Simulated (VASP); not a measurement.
**TiCo2: single point with r2SCAN**

The system is TiCo2.

```xyz
6
Lattice="0.0000 3.3520 3.3520 3.3520 0.0000 3.3520 3.3520 3.3520 0.0000" Properties=species:S:1:pos:R:3 pbc="T T T"
Ti    3.3520    3.3520    3.3520
Ti    5.0280    5.0280    5.0280
Co    0.8380    0.8380    0.8380
Co    0.8380    2.5140    2.5140
Co    2.5140    2.5140    0.8380
Co    2.5140    0.8380    2.5140
```

```
Program                : VASP 6.6.1
Task                   : single point
Functional             : r2SCAN
Potentials or basis    : VASP PAW PBE potentials, release 64 (Ti_sv, Co)
Cutoff                 : 520 eV
k mesh                 : 10 × 10 × 10
Occupations            : gaussian, width 0.1 eV
Spin                   : collinear spin, ferrimagnetic start
Starting moments       : [-0.35, -0.35, 0.88, 0.88, 0.88, 0.88] μB
Dipole correction      : no
Further INCAR settings : ALGO = Normal; EDIFF = 1e-06; NBANDS = 43
```

```json
{
 "Pressure": "-1.3 GPa",
 "Net moment": "4.07 μB per cell",
 "Site moments": "Ti -0.65; Co +1.50 μB",
 "Valence electrons inside the program's atomic spheres": "Ti 10.16; Co 8.40"
}
```

Levels at points of the mesh, in eV from the Fermi level:
Spin up:
```tsv
k point	band 29	band 30	band 31	band 32	band 33	band 34	band 35	band 36
(0.00, 0.00, 0.00)	-0.81	-0.81	-0.81	-0.68	-0.68	-0.68	0.89	0.89
(0.50, 0.00, 0.00)	-2.01	-0.81	0.20	0.20	0.48	0.48	0.55	0.55
(0.50, 0.50, 0.00)	-1.96	-1.96	-0.70	-0.70	0.78	0.78	1.10	1.10
```
Spin down:
```
           k point  band 26  band 27  band 28  band 29  band 30  band 31
(0.00, 0.00, 0.00)    -0.67     0.07     0.07     0.07     0.25     0.25
(0.50, 0.00, 0.00)    -0.40    -0.06    -0.06     0.00     0.35     0.35
(0.50, 0.50, 0.00)    -1.63    -0.24    -0.24     0.17     0.17     0.41
```

It took 49 min on 1 thread of Oxide Virtual Turin-like Processor, with other jobs on the host, peak memory 0.37 GiB.

Caveat: the PAW data sets were made with another functional, which shifts forces and pressure a little.
